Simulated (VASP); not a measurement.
# Os (P6/mmm) in VASP: further runs

Runs on Os. Level: PBEsol. Tasks: single point.

Everything below comes from runs of VASP 6.6.1. Logs are shortened: lines on timing, memory, paths and dates and some standing lists are left out, and cuts for length are marked.

## 1. The cell of the first run

The structure is hexagonal, space group P6/mmm (No. 191). The conventional cell has a = 4.285 Å, b = 4.285 Å, c = 2.699 Å, α = 90.00°, β = 90.00°, γ = 120.00°. Os (site symmetry 6/mmm) has 14 Os at 2.70 to 2.82 Å within 3.6 Å. Within 3.3 Å of Os (site symmetry -6m2) lie 11 Os at 2.47 to 2.82 Å.

## 2. Single point, PBEsol

The input, INCAR:

```
PREC = Accurate
ENCUT = 520
EDIFF = 1E-7
ISMEAR = 0
SIGMA = 0.1
LREAL = F
LASPH = T
NELM = 100
ALGO = Normal
ISIF = 2
LWAVE = F
LCHARG = T
GGA = PS
LELF = T
LVHAR = T
NBANDS = 19
```

The input, KPOINTS:

```
regular mesh
0
Gamma
  6 6 6
```

The input, POSCAR:

```
Os
1.0
    4.2853257770      0.0000000000      0.0000000000
   -2.1426628885      3.7112009864      0.0000000000
    0.0000000000      0.0000000000      2.6989017117
Os
3
Direct
    0.0000000000      0.0000000000      0.0000000000
    0.3333333333      0.6666666667      0.5000000000
    0.6666666667      0.3333333333      0.5000000000
```

Potentials or basis: VASP PAW PBE potentials, release 64 (Os).

Started as:

```console
$ cat potpaw_PBE.64/Os/POTCAR > POTCAR
$ mpirun -np 1 vasp_std > vasp.out
```

OUTCAR:

```text
PREC = Accurate
   ENCUT = 520
   EDIFF = 1E-7
   ISMEAR = 0
   LREAL = F
   LASPH = T
   NELM = 100
   ISIF = 2
   GGA = PS

 ion  position               nearest neighbor table
   1  0.000  0.000  0.000-   2 2.82   3 2.82   2 2.82   3 2.82   3 2.82   3 2.82   2 2.82   2 2.82
                             3 2.82   3 2.82   2 2.82   2 2.82
   2  0.333  0.667  0.500-   3 2.47   3 2.47   3 2.47   1 2.82   1 2.82   1 2.82   1 2.82   1 2.82
                             1 2.82
   3  0.667  0.333  0.500-   2 2.47   2 2.47   2 2.47   1 2.82   1 2.82   1 2.82   1 2.82   1 2.82
                             1 2.82

  LATTYP: Found a hexagonal cell.
 ALAT       =     4.2853257770
 C/A-ratio  =     0.6298008255

  Lattice vectors:

 A1 = (   4.2853257770,   0.0000000000,   0.0000000000)
 A2 = (  -2.1426628885,   3.7112009864,   0.0000000000)
 A3 = (   0.0000000000,   0.0000000000,   2.6989017117)

Analysis of symmetry for initial positions (statically):
=====================================================================
 Subroutine PRICEL returns:
 Original cell was already a primitive cell.

 Routine SETGRP: Setting up the symmetry group for a
 hexagonal supercell.

 Subroutine GETGRP returns: Found 24 space group operations
 (whereof 24 operations were pure point group operations)
 out of a pool of 24 trial point group operations.

The static configuration has the point symmetry D_6h.

Analysis of symmetry for dynamics (positions and initial velocities):
=====================================================================
 Subroutine PRICEL returns:
 Original cell was already a primitive cell.

 Routine SETGRP: Setting up the symmetry group for a
 hexagonal supercell.

 Subroutine GETGRP returns: Found 24 space group operations
 (whereof 24 operations were pure point group operations)
 out of a pool of 24 trial point group operations.

The dynamic configuration has the point symmetry D_6h.

 Subroutine INISYM returns: Found 24 space group operations
 (whereof 24 operations are pure point group operations),
 and found     1 'primitive' translations

----------------------------------------------------------------------------------------

                                     Primitive cell

  volume of cell :      42.9225

  direct lattice vectors                    reciprocal lattice vectors
[... 86 lines left out ...]
   LASPH  =      T    aspherical Exc in radial PAW
   ENCUT  =  520.0 eV  38.22 Ry    6.18 a.u.   7.97  7.97  5.02*2*pi/ulx,y,z
   NELM   =    100;   NELMIN=  2; NELMDL= -5     # of ELM steps
   EDIFF  = 0.1E-06   stopping-criterion for ELM
   LREAL  =      F    real-space projection
   EDIFFG = 0.1E-05   stopping-criterion for IOM
   NSW    =      0    number of steps for IOM
   IBRION =     -1    ionic relax: 0-MD 1-quasi-New 2-CG
   NFREE  =      0    steps in history (QN), initial steepest desc. (CG)
   ISIF   =      2    stress and relaxation
   ISYM   =      2    0-nonsym 1-usesym 2-fastsym
   POTIM  = 0.5000    time-step for ionic-motion
   TEBEG  =    0.0;   TEEND  =   0.0 temperature during run
   PSTRESS=    0.0 pullay stress
   NELECT =      24.0000    total number of electrons
   NUPDOWN=      -1.0000    fix difference up-down
   EMIN   =  10.00;   EMAX   =-10.00  energy-range for DOS
   EFERMI =   0.00;   METHOD = LEGACY
   ISMEAR =     0;   SIGMA  =   0.10  broadening in eV -4-tet -1-fermi 0-gaus
   EFERMI_NEDOS =   21; number of points for ismear=-14 and -15
   IALGO  =     38    algorithm
   IMIX   =      4    mixing-type and parameters
     AMIX     =   0.40;   BMIX     =  1.00
     AMIX_MAG =   1.60;   BMIX_MAG =  1.00
  volume/ion in A,a.u.               =      14.31        96.55
  Fermi-wavevector in a.u.,A,eV,Ry     =   1.348704  2.548682 24.749047  1.819004
  Thomas-Fermi vector in A             =   2.476351
   LORBIT       =      0    0 simple, 1 ext, 2 COOP (PROOUT), +10 PAW based schemes
   GGA     = PS    functional components
   LHFCALC =     F    Hartree Fock is set to
   AEXX    =    0.0000 exact exchange contribution
   IVDW    =     0    specifies the selected vdW correction
   LEPSILON=     F    determine dielectric tensor
   LRPA    =     F    only Hartree local field effects (RPA)
 non-spin polarized calculation
 Gauss-broadening in eV      SIGMA  =   0.10
  energy-cutoff  :      520.00
  volume of cell :       42.92
 maximum number of plane-waves:      1168
 NGX is ok and might be reduce to    32
   NGX = 15   NGY = 15   NGZ = 11

 number of electron      23.9999997 magnetization

 Free energy of the ion-electron system (eV)
  ---------------------------------------------------
  ext. energy  EPLUGINS =         0.00000000
  ---------------------------------------------------
  free energy    TOTEN  =       -35.50852706 eV

  energy without entropy =      -35.48698646  energy(sigma->0) =      -35.49775676

 E-fermi :   9.1811     XC(G=0): -14.0060

 val. band max:        9.1571719346   @ k =   0.1667   0.0000   0.3333
 cond. band min:       9.1923188049   @ k =   0.1667   0.0000   0.1667
 fundamental gap:      0.0351468703
 Fermi energy:         9.1811433421

 k-point     1 :       0.0000    0.0000    0.0000
  band No.  band energies     occupation
      1      -1.8026      2.00000
      2       2.0414      2.00000
      3       4.7511      2.00000
      4       4.9567      2.00000
      5       4.9567      2.00000
      6       4.9926      2.00000
[... 505 lines left out ...]
      6       4.4138      2.00000
[... 11 lines left out ...]
     18      16.7852      0.00000
     19      17.2011      0.00000

 [... further k-points ...]

------------------------ aborting loop because EDIFF is reached ----------------------------------------

  FORCE on cell =-STRESS in cart. coord.  units (eV):
  Direction    XX          YY          ZZ          XY          YZ          ZX
  --------------------------------------------------------------------------------------
  -------------------------------------------------------------------------------------
  Total        0.0489876      0.0489876      0.0690151      0.0000000      0.0000000      0.0000000
  in kB        1.8285700      1.8285700      2.5761395      0.0000000      0.0000000      0.0000000
  external PRESSURE =       2.0777598 kB  Pullay stress =       0.0000000 kB

 VOLUME and BASIS-vectors are now :
 -----------------------------------------------------------------------------
  energy-cutoff  :      520.00
  volume of cell :       42.92
      direct lattice vectors                 reciprocal lattice vectors
     4.285325777  0.000000000  0.000000000     0.233354487  0.134727276  0.000000000
    -2.142662888  3.711200986  0.000000000     0.000000000  0.269454552  0.000000000
     0.000000000  0.000000000  2.698901712     0.000000000  0.000000000  0.370521089

 POSITION                                       TOTAL-FORCE (eV/Angst)
 -----------------------------------------------------------------------------------
      0.00000      0.00000      0.00000        -0.000000      0.000000      0.000000
     -0.00000      2.47413      1.34945        -0.000000      0.000000      0.000000
      2.14266      1.23707      1.34945         0.000000     -0.000000     -0.000000
 -----------------------------------------------------------------------------------
    total drift:                               -0.000000      0.000000      0.000000

  FREE ENERGIE OF THE ION-ELECTRON SYSTEM (eV)
  ---------------------------------------------------
  free  energy   TOTEN  =       -35.5085270586 eV

  energy  without entropy=      -35.4869864638  energy(sigma->0) =      -35.49775676
```

stdout:

```text
POSCAR found type information on POSCAR Os
 POSCAR found :  1 types and       3 ions
 scaLAPACK will be used
 -----------------------------------------------------------------------------
|                                                                             |
|                                                                             |
|     You enforced a specific xc type in the INCAR file but a different       |
|     I HOPE YOU KNOW WHAT YOU ARE DOING!                                     |
|                                                                             |
 -----------------------------------------------------------------------------

 LDA part: xc-table for (Slater+PW92), standard interpolation
 POSCAR, INCAR and KPOINTS ok, starting setup
 FFT: planning ... GRIDC
 FFT: planning ... GRID_SOFT
 FFT: planning ... GRID
 WAVECAR not read
 entering main loop
```

Wall time 9.3 s (1 thread of Intel Xeon 6975P-C (Granite Rapids), shared host); peak memory 0.15 GiB.

What came out:

| Item | Value |
| --- | --- |
| Free energy | -35.5085 eV |
| Pressure | 0.2 GPa |
| Band gap on the k mesh | zero (band 12 reaches 10.53 eV, above the bottom of band 13 at 7.61 eV) |

Caveat: the k points lie up to 0.39 Å⁻¹ apart; the PAW data sets were made with another functional, which shifts forces and pressure a little; spin-orbit coupling is left out, which moves the levels of the heavy elements.

## 3. Single point, PBEsol

This run uses another cell than the first one, of 16.41 Å³/atom, 1.147 times its volume.

The input, INCAR:

```
SYSTEM = Os
  ALGO = Normal
  EDIFF = 1E-6
  ENCUT = 520
  GGA = PS
  ISIF = 2
  ISMEAR = 0
  LASPH = .True.
  LCHARG = .True.
  LELF = .True.
  LREAL = .False.
  LVHAR = .True.
  LWAVE = .False.
  NBANDS = 19
  NELM = 100
  PREC = Accurate
  SIGMA = 0.1
```

The input, KPOINTS:

```
k-points
0
Gamma
  6 6 6
  0 0 0
```

The input, POSCAR:

```
Os
1.0
    4.5266420120      0.0000000000      0.0000000000
   -2.2633210060      3.9201869762      0.0000000000
    0.0000000000      0.0000000000      2.7750283639
Os
3
Direct
    0.0000000000      0.0000000000      0.0000000000
    0.3333333333      0.6666666667      0.5000000000
    0.6666666667      0.3333333333      0.5000000000
```

Potentials or basis: VASP PAW PBE potentials, release 64 (Os).

Started as:

```console
$ cat potpaw_PBE.64/Os/POTCAR > POTCAR
$ mpirun -np 1 vasp_std > vasp.out
```

It took 11 s on 1 thread of Intel Xeon 6975P-C (Granite Rapids), shared host; peak memory 0.18 GiB.

It converged, with:

| Quantity | Value |
| --- | --- |
| Free energy | -34.5450 eV |
| Pressure | -40.8 GPa |
| Band gap on the k mesh | zero (band 12 reaches 8.37 eV, above the bottom of band 13 at 6.17 eV) |

Stress tensor (GPa, compression positive):
```
-45.91   0.00   0.00
  0.00 -45.91   0.00
  0.00   0.00 -30.45
```

Levels at points of the mesh, in eV from the Fermi level:
```
           k point  band 8  band 9  band 10  band 11  band 12  band 13  band 14  band 15  band 16  band 17
(0.00, 0.00, 0.00)   -3.01   -2.01    -2.01    -1.07    -1.07    -1.04    -1.04     1.89     1.89     5.79
(0.50, 0.00, 0.00)   -2.85   -2.20    -0.84    -0.83     0.00     0.19     1.02     1.03     1.10     1.19
(0.00, 0.00, 0.50)   -2.05   -2.03    -2.03     0.75     0.75     1.46     1.46     2.85     3.37     3.69
(0.50, 0.00, 0.50)   -2.08   -2.04    -1.42    -0.75     0.43     1.01     1.40     2.24     2.43     3.87
```

Caveat: the k points lie up to 0.38 Å⁻¹ apart; the PAW data sets were made with another functional, which shifts forces and pressure a little; spin-orbit coupling is left out, which moves the levels of the heavy elements.
